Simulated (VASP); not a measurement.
# ZnS (F-43m) in VASP: further runs

Aim: see how the results for ZnS move with the level of theory and the settings. Levels: b88 exchange, pbe correlation. Tasks: single point.

All numbers are computed with VASP 6.6.1; they aren't measurements. Logs are shortened: lines on timing, memory, paths and dates and some standing lists are left out, and cuts for length are marked.

**Experimental background.**

“Electronic, vibrational, and thermodynamic properties of ZnS (zincblende and rocksalt structure)”, 2009, arxiv:0911.5022 quotes, for a bulk crystal of ZnS at 19 K: band gap 3.85 eV (direct).

How close the calculation comes is told below.

### 1 The cell of the first run

It takes space group F-43m (No. 216, cubic). The conventional cell has a = 5.294 Å, b = 5.294 Å, c = 5.294 Å, α = 90.00°, β = 90.00°, γ = 90.00°. Within 3.0 Å of Zn (site symmetry -43m) lie 4 S at 2.29 Å. S (site symmetry -43m) has 4 Zn at 2.29 Å within 3.0 Å.

### 2 Single point, b88 exchange, pbe correlation

Input file INCAR:

```
SYSTEM = ZnS
PREC = Accurate ; ENCUT = 500
EDIFF = 1E-6 ; ISMEAR = -1
SIGMA = 0.05 ; LREAL = .FALSE.
LASPH = .TRUE. ; NELM = 120
ALGO = Normal ; ISIF = 2
LWAVE = .FALSE. ; LCHARG = .TRUE.
GGA = LIBXC ; LIBXC1 = GGA_X_B88
LIBXC2 = GGA_C_PBE ; LELF = .TRUE.
LVHAR = .TRUE. ; NBANDS = 16
GGA_COMPAT = .FALSE.
```

Input file KPOINTS:

```
regular mesh
0
G
  9 9 9
  0 0 0
```

Input file POSCAR:

```
ZnS
1.0
    0.0000000000      2.6468416657      2.6468416657
    2.6468416657      0.0000000000      2.6468416657
    2.6468416657      2.6468416657      0.0000000000
Zn S
1 1
Direct
    0.7500000000      0.7500000000      0.7500000000
    0.0000000000      0.0000000000      0.0000000000
```

Potentials or basis: VASP PAW PBE potentials, release 64 (Zn, S).

Command:

```console
> cat potpaw_PBE.64/Zn/POTCAR potpaw_PBE.64/S/POTCAR > POTCAR
> mpirun -np 1 vasp_std > vasp.out
```

OUTCAR:

```text
SYSTEM = ZnS
   PREC = Accurate
   ENCUT = 500
   EDIFF = 1E-6
   ISMEAR = -1
   LREAL = .FALSE.
   LASPH = .TRUE.
   NELM = 120
   ISIF = 2
   GGA = LIBXC

 ion  position               nearest neighbor table
   1  0.750  0.750  0.750-   2 2.29   2 2.29   2 2.29   2 2.29
   2  0.000  0.000  0.000-   1 2.29   1 2.29   1 2.29   1 2.29

  LATTYP: Found a face centered cubic cell.
 ALAT       =     5.2936833314

  Lattice vectors:

 A1 = (   0.0000000000,   2.6468416657,   2.6468416657)
 A2 = (   2.6468416657,   0.0000000000,   2.6468416657)
 A3 = (   2.6468416657,   2.6468416657,   0.0000000000)

Analysis of symmetry for initial positions (statically):
=====================================================================
 Subroutine PRICEL returns:
 Original cell was already a primitive cell.

 Routine SETGRP: Setting up the symmetry group for a
 face centered cubic supercell.

 Subroutine GETGRP returns: Found 24 space group operations
 (whereof 24 operations were pure point group operations)
 out of a pool of 48 trial point group operations.

The static configuration has the point symmetry T_d .

Analysis of symmetry for dynamics (positions and initial velocities):
=====================================================================
 Subroutine PRICEL returns:
 Original cell was already a primitive cell.

 Routine SETGRP: Setting up the symmetry group for a
 face centered cubic supercell.

 Subroutine GETGRP returns: Found 24 space group operations
 (whereof 24 operations were pure point group operations)
 out of a pool of 48 trial point group operations.

The dynamic configuration has the point symmetry T_d .

 Subroutine INISYM returns: Found 24 space group operations
 (whereof 24 operations are pure point group operations),
 and found     1 'primitive' translations

----------------------------------------------------------------------------------------

                                     Primitive cell

  volume of cell :      37.0863

  direct lattice vectors                    reciprocal lattice vectors
     0.000000000  2.646841666  2.646841666    -0.188904386  0.188904386  0.188904386
     2.646841666  0.000000000  2.646841666     0.188904386 -0.188904386  0.188904386
     2.646841666  2.646841666  0.000000000     0.188904386  0.188904386 -0.188904386

  length of vectors
     3.743199381  3.743199381  3.743199381     0.327191995  0.327191995  0.327191995

  position of ions in fractional coordinates (direct lattice)
     0.750000000  0.750000000  0.750000000
     0.000000000  0.000000000  0.000000000

  ion indices of the primitive-cell ions
   primitive index   ion index
                 1           1
                 2           2

----------------------------------------------------------------------------------------

 KPOINTS: regular mesh

Automatic generation of k-mesh.
 Grid dimensions read from file:
 generate k-points for:    9    9    9

 Generating k-lattice:

  Cartesian coordinates                     Fractional coordinates (reciprocal lattice)
    -0.020989376  0.020989376  0.020989376     0.111111111  0.000000000  0.000000000
     0.020989376 -0.020989376  0.020989376     0.000000000  0.111111111  0.000000000
     0.020989376  0.020989376 -0.020989376     0.000000000  0.000000000  0.111111111

  Length of vectors
     0.036354666  0.036354666  0.036354666

  Shift w.r.t. Gamma in fractional coordinates (k-lattice)
     0.000000000  0.000000000  0.000000000

 Subroutine IBZKPT returns following result:
 ===========================================

 Found     35 irreducible k-points:

 Following reciprocal coordinates:
            Coordinates               Weight
  0.000000  0.000000  0.000000      1.000000
  0.111111  0.000000  0.000000      8.000000
  0.222222  0.000000  0.000000      8.000000
  0.333333  0.000000  0.000000      8.000000
  0.444444  0.000000  0.000000      8.000000
  0.111111  0.111111  0.000000      6.000000
[... 16 lines left out ...]
 -0.333333  0.333333  0.000000     12.000000
  0.444444  0.444444  0.000000      6.000000
 [... further k-points ...]
   k-points           NKPTS =     35   k-points in BZ     NKDIM =     35   number of bands    NBANDS=     16
   number of dos      NEDOS =    301   number of ions     NIONS =      2
   total plane-waves  NPLWV =  21952
   dimension x,y,z NGX =    28 NGY =   28 NGZ =   28
   dimension x,y,z NGXF=    56 NGYF=   56 NGZF=   56
   ions per type =               1   1
   NGX,Y,Z   is equivalent  to a cutoff of  12.44, 12.44, 12.44 a.u.
   NGXF,Y,Z  is equivalent  to a cutoff of  24.87, 24.87, 24.87 a.u.
 SYSTEM =  ZnS
   PREC   = accura    normal or accurate (medium, high low for compatibility)
   ISTART =      0    job   : 0-new  1-cont  2-samecut
   ICHARG =      2    charge: 1-file 2-atom 10-const
   ISPIN  =      1    spin polarized calculation?
   LNONCOLLINEAR =      F non collinear calculations
   LSORBIT =      F    spin-orbit coupling
[... 47 lines left out ...]

  energy without entropy =       -6.54036498  energy(sigma->0) =       -6.54036498

 E-fermi :   3.6166     XC(G=0):  -9.9539

 val. band max:        2.6583778624   @ k =   0.0000   0.0000   0.0000
 cond. band min:       5.0456667897   @ k =   0.0000   0.0000   0.0000
 fundamental gap:      2.3872889273
 Fermi energy:         3.6166416047

 k-point     1 :       0.0000    0.0000    0.0000
  band No.  band energies     occupation
      1     -10.9262      2.00000
      2      -3.9704      2.00000
      3      -3.9704      2.00000
      4      -3.9704      2.00000
      5      -3.3998      2.00000
      6      -3.3998      2.00000
[... 8 lines left out ...]
     15      14.5027      0.00000
     16      14.8877      0.00000

 k-point     2 :       0.1111    0.0000    0.0000
  band No.  band energies     occupation
      1     -10.8231      2.00000
      2      -3.9740      2.00000
      3      -3.9513      2.00000
      4      -3.9513      2.00000
      5      -3.4016      2.00000
      6      -3.4016      2.00000
[... 8 lines left out ...]
     15      13.9670      0.00000
     16      15.5661      0.00000

 k-point     3 :       0.2222    0.0000    0.0000
  band No.  band energies     occupation
      1     -10.5434      2.00000
      2      -3.9550      2.00000
      3      -3.9065      2.00000
      4      -3.9065      2.00000
      5      -3.4005      2.00000
      6      -3.4005      2.00000
[... 8 lines left out ...]
     15      13.6097      0.00000
     16      15.2364      0.00000

 k-point     4 :       0.3333    0.0000    0.0000
  band No.  band energies     occupation
      1     -10.1851      2.00000
      2      -3.8643      2.00000
      3      -3.8643      2.00000
      4      -3.8261      2.00000
      5      -3.3863      2.00000
      6      -3.3863      2.00000
[... 8 lines left out ...]
     15      14.3434      0.00000
     16      14.7206      0.00000

 k-point     5 :       0.4444    0.0000    0.0000
  band No.  band energies     occupation
      1      -9.9206      2.00000
      2      -3.8434      2.00000
      3      -3.8434      2.00000
      4      -3.4521      2.00000
      5      -3.3677      2.00000
      6      -3.3677      2.00000
[... 8 lines left out ...]
     15      15.8211      0.00000
     16      15.8211      0.00000

 k-point     6 :       0.1111    0.1111    0.0000
  band No.  band energies     occupation
      1     -10.7887      2.00000
      2      -3.9928      2.00000
      3      -3.9357      2.00000
      4      -3.9357      2.00000
      5      -3.4158      2.00000
      6      -3.3894      2.00000
[... 8 lines left out ...]
     15      14.6647      0.00000
     16      15.9740      0.00000
[... 267 lines left out ...]
 k-point    21 :       0.4444    0.3333    0.0000
  band No.  band energies     occupation
      1      -9.7122      2.00000
      2      -4.0154      2.00000
      3      -3.6537      2.00000
      4      -3.6406      2.00000
      5      -3.3281      2.00000
      6      -3.3098      2.00000
[... 8 lines left out ...]
     15      16.4682      0.00000
     16      18.3680      0.00000

 k-point    22 :      -0.4444    0.3333    0.0000
  band No.  band energies     occupation
      1      -9.5824      2.00000
      2      -3.9227      2.00000
      3      -3.6512      2.00000
      4      -3.5584      2.00000
      5      -3.3486      2.00000
      6      -3.0796      2.00000
[... 8 lines left out ...]
     15      15.8501      0.00000
     16      18.2805      0.00000

 k-point    23 :      -0.3333    0.3333    0.0000
  band No.  band energies     occupation
      1      -9.6183      2.00000
      2      -3.8648      2.00000
      3      -3.6951      2.00000
      4      -3.4708      2.00000
      5      -3.3830      2.00000
      6      -3.1036      2.00000
[... 8 lines left out ...]
     15      14.4552      0.00000
     16      19.6252      0.00000

 k-point    24 :       0.4444    0.4444    0.0000
  band No.  band energies     occupation
      1      -9.5807      2.00000
      2      -4.0530      2.00000
      3      -3.5954      2.00000
      4      -3.5954      2.00000
      5      -3.3140      2.00000
      6      -3.2315      2.00000
[... 8 lines left out ...]
     15      16.3837      0.00000
     16      17.9845      0.00000

 [... further k-points ...]
[... 5 lines left out ...]
  --------------------------------------------------------------------------------------
  -------------------------------------------------------------------------------------
  Total        1.6192697      1.6192697      1.6192697      0.0000000      0.0000000      0.0000000
  in kB       69.9545383     69.9545383     69.9545383      0.0000000      0.0000000      0.0000000
  external PRESSURE =      69.9545383 kB  Pullay stress =       0.0000000 kB

 VOLUME and BASIS-vectors are now :
 -----------------------------------------------------------------------------
  energy-cutoff  :      500.00
  volume of cell :       37.09
      direct lattice vectors                 reciprocal lattice vectors
     0.000000000  2.646841666  2.646841666    -0.188904386  0.188904386  0.188904386
     2.646841666  0.000000000  2.646841666     0.188904386 -0.188904386  0.188904386
     2.646841666  2.646841666  0.000000000     0.188904386  0.188904386 -0.188904386

 POSITION                                       TOTAL-FORCE (eV/Angst)
 -----------------------------------------------------------------------------------
      3.97026      3.97026      3.97026        -0.000000     -0.000000     -0.000000
      0.00000      0.00000      0.00000         0.000000      0.000000      0.000000
 -----------------------------------------------------------------------------------
    total drift:                                0.000001      0.000001      0.000001

  FREE ENERGIE OF THE ION-ELECTRON SYSTEM (eV)
  ---------------------------------------------------
  free  energy   TOTEN  =        -6.5403649792 eV

  energy  without entropy=       -6.5403649791  energy(sigma->0) =       -6.54036498
```

Run time: 17 s. Hardware: 1 thread of AMD EPYC 7R13 (Zen 3), shared host; peak memory 0.13 GiB.

Results:

```yaml
Free_energy: -6.5404 eV
Pressure: 7.0 GPa
Band_gap_on_the_k_mesh: 2.39 eV
```

Levels at points of the mesh, in eV from the valence-band top:
| k point | band 5 | band 6 | band 7 | band 8 | band 9 | band 10 | band 11 | band 12 | band 13 | band 14 |
| --- | --- | --- | --- | --- | --- | --- | --- | --- | --- | --- |
| (0.00, 0.00, 0.00) | -6.06 | -6.06 | 0.00 | 0.00 | 0.00 | 2.39 | 6.35 | 6.35 | 6.35 | 11.84 |

Caveat: the cell stands under pressure; the PAW data sets were made with another functional, which shifts forces and pressure a little.

### 3 Single point, b88 exchange, pbe correlation

This run uses another cell than the first one, of 18.94 Å³/atom.

Input file INCAR:

```
SYSTEM = ZnS
PREC = Accurate
ENCUT = 500
EDIFF = 1E-6
ISMEAR = -1
SIGMA = 0.05
LREAL = .False.
LASPH = .True.
NELM = 120
ALGO = Normal
ISIF = 2
LWAVE = .False.
LCHARG = .False.
GGA = LIBXC
LIBXC1 = GGA_X_B88
LIBXC2 = GGA_C_PBE
NBANDS = 16
GGA_COMPAT = .False.
```

Input file KPOINTS:

```
Automatic mesh
0
Gamma
  9 9 9
  0 0 0
```

Input file POSCAR:

```
ZnS
1.0
    0.0000000000      2.6654820099      2.6654820099
    2.6654820099      0.0000000000      2.6654820099
    2.6654820099      2.6654820099      0.0000000000
Zn S
1 1
Direct
    0.7500000000      0.7500000000      0.7500000000
    0.0000000000      0.0000000000      0.0000000000
```

Potentials or basis: VASP PAW PBE potentials, release 64 (Zn, S).

Command:

```console
> cat potpaw_PBE.64/Zn/POTCAR potpaw_PBE.64/S/POTCAR > POTCAR
> mpirun -np 1 vasp_std > vasp.out
```

It took 15 s on 1 thread of AMD EPYC 7R13 (Zen 3), shared host; peak memory 0.13 GiB.

The run converged. Its results:

* Free energy: -6.5703 eV
* Pressure: 5.0 GPa
* Band gap on the k mesh: 2.29 eV

Levels at points of the mesh, in eV from the valence-band top:
| k point | band 6 | band 7 | band 8 | band 9 | band 10 | band 11 | band 12 | band 13 |
| --- | --- | --- | --- | --- | --- | --- | --- | --- |
| (0.00, 0.00, 0.00) | -5.99 | 0.00 | 0.00 | 0.00 | 2.29 | 6.37 | 6.37 | 6.37 |

Caveat: the cell stands under pressure; the PAW data sets were made with another functional, which shifts forces and pressure a little.

### 4 Single point, b88 exchange, pbe correlation

This run uses another cell than the first one, of 19.33 Å³/atom.

Input file INCAR:

```
SYSTEM = ZnS
ALGO = Normal
EDIFF = 1E-6
ENCUT = 500
GGA = LIBXC
GGA_COMPAT = .False.
ISIF = 2
ISMEAR = -1
LASPH = .True.
LCHARG = .True.
LELF = .True.
LIBXC1 = GGA_X_B88
LIBXC2 = GGA_C_PBE
LREAL = .False.
LVHAR = .True.
LWAVE = .False.
NBANDS = 16
NELM = 120
PREC = Accurate
SIGMA = 0.05
```

Input file KPOINTS:

```
k-points
0
Gamma
  9 9 9
  0 0 0
```

Input file POSCAR:

```
ZnS
1.0
    0.0000000000      2.6838652254      2.6838652254
    2.6838652254      0.0000000000      2.6838652254
    2.6838652254      2.6838652254      0.0000000000
Zn S
1 1
Direct
    0.7500000000      0.7500000000      0.7500000000
    0.0000000000      0.0000000000      0.0000000000
```

Command:

```console
> cat potpaw_PBE.64/Zn/POTCAR potpaw_PBE.64/S/POTCAR > POTCAR
> mpirun -np 1 vasp_std > vasp.out
```

It took 16 s on 1 thread of AMD EPYC 7R13 (Zen 3), shared host; peak memory 0.13 GiB.

Results (log left out):

| Item | Value |
| --- | --- |
| Free energy | -6.5909 eV |
| Pressure | 3.3 GPa |
| Band gap on the k mesh | 2.20 eV |

Levels at points of the mesh, in eV from the valence-band top:
| k point | band 5 | band 6 | band 7 | band 8 | band 9 | band 10 | band 11 | band 12 | band 13 | band 14 |
| --- | --- | --- | --- | --- | --- | --- | --- | --- | --- | --- |
| (0.00, 0.00, 0.00) | -5.93 | -5.93 | 0.00 | 0.00 | 0.00 | 2.20 | 6.39 | 6.39 | 6.39 | 11.80 |

Caveat: the cell stands under pressure; the PAW data sets were made with another functional, which shifts forces and pressure a little.

### 5 Single point, b88 exchange, pbe correlation

This run uses another cell than the first one, of 19.73 Å³/atom.

Input file INCAR:

```
PREC     = Accurate       # precision mode
ENCUT    = 500            # plane-wave cutoff, eV
EDIFF    = 1E-6           # SCF threshold, eV
ISMEAR   = -1             # smearing method
SIGMA    = 0.05           # smearing width, eV
LREAL    = F              # projectors in reciprocal space
LASPH    = T              # aspherical terms in the spheres
NELM     = 120            # most SCF steps
ALGO     = Normal         # electronic algorithm
ISIF     = 2              # what is computed and relaxed
LWAVE    = F              # write WAVECAR
LCHARG   = F              # write CHGCAR
GGA      = LIBXC          # functional
LIBXC1   = GGA_X_B88    
LIBXC2   = GGA_C_PBE    
NBANDS   = 16             # bands
GGA_COMPAT= F
```

Input file KPOINTS:

```
Automatic mesh
0
Gamma
  9 9 9
```

Input file POSCAR:

```
ZnS
1.0
    0.0000000000      2.7020000000      2.7020000000
    2.7020000000      0.0000000000      2.7020000000
    2.7020000000      2.7020000000      0.0000000000
Zn S
1 1
Direct
    0.7500000000      0.7500000000      0.7500000000
    0.0000000000      0.0000000000      0.0000000000
```

Command:

```console
> cat potpaw_PBE.64/Zn/POTCAR potpaw_PBE.64/S/POTCAR > POTCAR
> mpirun -np 1 vasp_std > vasp.out
```

Run time: 14 s. Hardware: 1 thread of AMD EPYC 7R13 (Zen 3), shared host; peak memory 0.13 GiB.

It converged, with:

| Quantity | Value |
| --- | --- |
| Free energy | -6.6031 eV |
| Pressure | 1.6 GPa |
| Band gap on the k mesh | 2.11 eV |

Levels at points of the mesh, in eV from the valence-band top:
```csv
k point,band 5,band 6,band 7,band 8,band 9,band 10,band 11,band 12,band 13,band 14
"(0.00, 0.00, 0.00)",-5.87,-5.87,0.00,0.00,0.00,2.11,6.40,6.40,6.40,11.78
```

Caveat: the PAW data sets were made with another functional, which shifts forces and pressure a little.

### 6 Single point, b88 exchange, pbe correlation

This run uses another cell than the first one, of 20.12 Å³/atom.

Input file INCAR:

```
SYSTEM = ZnS
PREC = Accurate
ENCUT = 500
EDIFF = 1E-6
ISMEAR = -1
SIGMA = 0.05
LREAL = .FALSE.
LASPH = .TRUE.
NELM = 120
ALGO = Normal
ISIF = 2
LWAVE = .FALSE.
LCHARG = .FALSE.
GGA = LIBXC
LIBXC1 = GGA_X_B88
LIBXC2 = GGA_C_PBE
NBANDS = 16
GGA_COMPAT = .FALSE.
```

Input file KPOINTS:

```
Automatic mesh
0
G
  9 9 9
  0 0 0
```

Input file POSCAR:

```
ZnS
1.0
    0.0000000000      2.7198945612      2.7198945612
    2.7198945612      0.0000000000      2.7198945612
    2.7198945612      2.7198945612      0.0000000000
Zn S
1 1
Direct
    0.7500000000      0.7500000000      0.7500000000
    0.0000000000      0.0000000000      0.0000000000
```

Potentials or basis: VASP PAW PBE potentials, release 64 (Zn, S).

Command:

```console
> cat potpaw_PBE.64/Zn/POTCAR potpaw_PBE.64/S/POTCAR > POTCAR
> mpirun -np 1 vasp_std > vasp.out
```

Wall time 15 s (1 thread of AMD EPYC 7R13 (Zen 3), shared host); peak memory 0.13 GiB.

Results (log left out):

```yaml
Free_energy: -6.6077 eV
Pressure: 0.2 GPa
Band_gap_on_the_k_mesh: 2.03 eV
```

Levels at points of the mesh, in eV from the valence-band top:
```csv
k point,band 6,band 7,band 8,band 9,band 10,band 11,band 12,band 13
"(0.00, 0.00, 0.00)",-5.81,0.00,0.00,0.00,2.03,6.42,6.42,6.42
```

Caveat: the PAW data sets were made with another functional, which shifts forces and pressure a little.

### 7 Summary

| cell | gap on the mesh (eV) | pressure (GPa) |
| --- | --- | --- |
| a = 3.743 Å, angles 60.0°, 2 atoms | 2.39 | 7.0 |
| a = 3.770 Å, angles 60.0°, 2 atoms | 2.29 | 5.0 |
| a = 3.796 Å, angles 60.0°, 2 atoms | 2.20 | 3.3 |
| a = 3.821 Å, angles 60.0°, 2 atoms | 2.11 | 1.6 |
| a = 3.847 Å, angles 60.0°, 2 atoms | 2.03 | 0.2 |

Alike in all rows: task single point; level b88 exchange, pbe correlation; potentials or basis VASP PAW PBE potentials, release 64 (Zn, S); no spin polarisation; k mesh 9 × 9 × 9; cutoff (eV) 500; smearing fermi-dirac 0.05 eV.

Caveats: the PAW data sets were made with another functional, which shifts forces and pressure a little; the cell stands under pressure (at least some runs).

Absolute energies hang on the potentials; compare differences alone.

### 8 How close it comes

Step 6. Measured gap of ZnS: 3.85 eV (direct; 19 K; quoted in “Electronic, vibrational, and thermodynamic properties of ZnS (zincblende and rocksalt structure)”, 2009, arxiv:0911.5022). This calculation gives 2.03 eV (-1.82 eV). The value is that of b88 exchange, pbe correlation, without temperature or zero-point motion.
